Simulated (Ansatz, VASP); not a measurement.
**SiC: VASP beside Ansatz**

Contents of POSCAR:

```
SiC
1.0
    3.3212106082      0.0000000000      0.0000000000
   -1.6606053041      2.8762527580      0.0000000000
    0.0000000000      0.0000000000      5.0481668526
Si C
2 2
Direct
    0.3333333333      0.6666666667      0.0046028828
    0.6666666667      0.3333333333      0.5046028828
    0.3333333333      0.6666666667      0.3803971172
    0.6666666667      0.3333333333      0.8803971172
```

The input INCAR.step1:

```
SYSTEM = SiC
PREC     = Accurate       ! precision mode
ENCUT    = 520            ! plane-wave cutoff, eV
ISMEAR   = 0              ! smearing method
SIGMA    = 0.05           ! smearing width, eV
LREAL    = .False.        ! projectors in reciprocal space
LASPH    = .True.         ! aspherical terms in the spheres
NELM     = 100            ! most SCF steps
NBANDS   = 16             ! bands
GGA      = PE             ! functional
ALGO     = Normal         ! electronic algorithm
EDIFF    = 1E-4           ! SCF threshold, eV
LWAVE    = .True.         ! write WAVECAR
LCHARG   = .False.        ! write CHGCAR
```

Contents of INCAR.step2:

```
SYSTEM = SiC
PREC     = Accurate       ! precision mode
ENCUT    = 520            ! plane-wave cutoff, eV
EDIFF    = 1E-6           ! SCF threshold, eV
ISMEAR   = 0              ! smearing method
SIGMA    = 0.05           ! smearing width, eV
LREAL    = .False.        ! projectors in reciprocal space
LASPH    = .True.         ! aspherical terms in the spheres
NELM     = 100            ! most SCF steps
ALGO     = Normal         ! electronic algorithm
ISIF     = 2              ! what is computed and relaxed
LWAVE    = .False.        ! write WAVECAR
LCHARG   = .False.        ! write CHGCAR
METAGGA  = R2SCAN         ! meta-GGA
LMIXTAU  = .True.       
NBANDS   = 16             ! bands
ISTART   = 1
```

File KPOINTS:

```
regular mesh
0
Gamma
  12 12 6
  0 0 0
```

Input for Ansatz:

```yaml
crystal:
  lattice:
    - [3.3212106082, 0.0, 0.0]
    - [-1.6606053041, 2.876252758, 0.0]
    - [0.0, 0.0, 5.0481668526]
  atoms:
    - { symbol: Si, position: [0.3333333333, 0.6666666667, 0.0046028828] }
    - { symbol: Si, position: [0.6666666667, 0.3333333333, 0.5046028828] }
    - { symbol: C, position: [0.3333333333, 0.6666666667, 0.3803971172] }
    - { symbol: C, position: [0.6666666667, 0.3333333333, 0.8803971172] }
basis:
  ecutwfc: 500
kpoints:
  mp_grid: { grid: [12, 12, 6] }
hamiltonian:
  xc: r2scan
scf:
  occupations: { method: gaussian, width: 0.05 }
output:
  forces: true
  stress: true
  eigenvalues: true
```

Change from the starting cell: strain +0.080 along x and y, +0.000 along z, atoms carried along.

Alike in both runs: task single point; functional r2SCAN; k mesh 12 × 12 × 6; occupations gaussian, width 0.05 eV; no spin polarisation.

|  | VASP | Ansatz |
| --- | --- | --- |
| version | VASP 6.6.1 | Ansatz 0.2.0 |
| potentials or method | VASP PAW PBE potentials, release 64 (Si, C), cutoff 520 eV | scalar-relativistic, plane waves, PAW |
| valence electrons in the cell | 16 | 16 |

Ansatz gave:

```
gap on the k mesh at the Fermi level (eV)                     : 2.36
least direct gap on the mesh (eV)                             : 2.92
pressure (GPa)                                                : -24.6
traceless stress, the component that is largest in VASP (GPa) : 21.32
rms of the force components (eV/Å)                            : 0.200
```

What did VASP give for the same quantities?

gap on the k mesh at the Fermi level (eV): 2.36; least direct gap on the mesh (eV): 2.92; pressure (GPa): -24.7; traceless stress, the component that is largest in VASP (GPa): 21.44; rms of the force components (eV/Å): 0.199.

VASP's potentials were made for PBE, not for r2SCAN. Atom by atom the forces differ by 0.001 eV/Å (rms over components).
